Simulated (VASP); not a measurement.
**Be5Ir: relaxation of cell and atoms with PBE**

Be5Ir:

```
Be Ir
1.0
     4.19941    0.00000    0.00000
    -2.09970    3.63680    0.00000
     0.00000    0.00000    3.52763
Be Ir
5 1
Cartesian
  2.0997 1.2123 1.7638
  0.0000 2.4245 1.7638
  -1.2630 2.1877 0.0000
  2.5261 0.0000 0.0000
  0.8367 1.4491 0.0000
  0.0000 0.0000 1.7638
```

| Item | Value |
| --- | --- |
| Program | VASP 6.6.1 |
| Task | relaxation of cell and atoms |
| Functional | PBE |
| Potentials or basis | VASP PAW PBE potentials, release 64 (Be, Ir) |
| Cutoff | 600 eV |
| k mesh | 12 × 12 × 10 |
| Occupations | gaussian, width 0.1 eV |
| Spin | no spin polarisation |
| Dipole correction | no |
| Further INCAR settings | ALGO = Fast; EDIFF = 1e-07; IBRION = 2; EDIFFG = -0.01; NSW = 100; ISIF = 3 |

```yaml
Relaxed_volume: 9.02 Å³/atom
Relaxed_cell: a = 4.199 Å, b = 4.199 Å, c = 3.544 Å, α = 90.00°, β = 90.00°, γ = 120.00°
Space_group_after_relaxing_to_0.05_Å: P-62m (No. 189)
Energy_gained_by_relaxing: 0.3 meV/atom
Ionic_steps: 11
Pressure_after_relaxing: 0.0 GPa
Largest_force_after_relaxing: 0.007 eV/Å
```

Forces on the atoms (eV/Å):
```
Be   0.000  0.000  0.000
Be   0.000  0.000  0.000
Be  -0.004  0.006  0.000
Be   0.007  0.000  0.000
Be  -0.004 -0.006  0.000
Ir   0.000  0.000  0.000
```

Stress tensor (GPa, compression positive):
```
-0.11  0.00  0.00
 0.00 -0.11  0.00
 0.00  0.00  0.08
```

The path:
```tsv
step	energy change (eV)	largest force (eV/Å)	pressure (GPa)	volume (Å³)
1	0.0000	0.0279	0.32	53.88
2	-0.0004	0.0332	-0.07	54.01
3	-0.0004	0.0368	-0.33	54.11
4	-0.0007	0.0345	-0.24	54.10
5	-0.0009	0.0313	-0.09	54.08
6	-0.0012	0.0225	0.08	54.03
7	-0.0013	0.0139	0.25	53.99
8	-0.0013	0.0116	0.29	53.97
9	-0.0015	0.0079	0.01	54.08
10	-0.0015	0.0076	-0.01	54.09
11	-0.0015	0.0074	-0.05	54.11
```

Final structure:
```xyz
6
Lattice="4.1990 0.0000 0.0000 -2.0995 3.6364 0.0000 0.0000 0.0000 3.5436" Properties=species:S:1:pos:R:3 pbc="T T T"
Be    2.0995    1.2121    1.7718
Be    0.0000    2.4243    1.7718
Be   -1.2718    2.2028    0.0000
Be    2.5435    0.0000    0.0000
Be    0.8277    1.4336    0.0000
Ir    0.0000    0.0000    1.7718
```

Levels at points of the mesh, in eV from the Fermi level:
| k point | band 7 | band 8 | band 9 | band 10 | band 11 | band 12 | band 13 |
| --- | --- | --- | --- | --- | --- | --- | --- |
| (0.00, 0.00, 0.00) | -2.24 | -2.24 | -0.63 | -0.63 | 1.78 | 3.87 | 3.87 |
| (0.50, 0.00, 0.00) | -2.81 | -2.50 | -0.03 | 0.83 | 2.70 | 3.17 | 5.49 |
| (0.00, 0.00, 0.50) | -2.27 | -1.01 | 2.37 | 2.77 | 2.77 | 2.85 | 2.85 |
| (0.50, 0.00, 0.50) | -2.53 | -1.85 | -1.77 | -0.83 | -0.55 | 4.92 | 5.22 |

Run time: 9.1 min on 1 thread of Oxide Virtual Turin-like Processor, on a shared host, peak memory 0.24 GiB.

Caveat: spin-orbit coupling is left out, which moves the levels of the heavy elements.
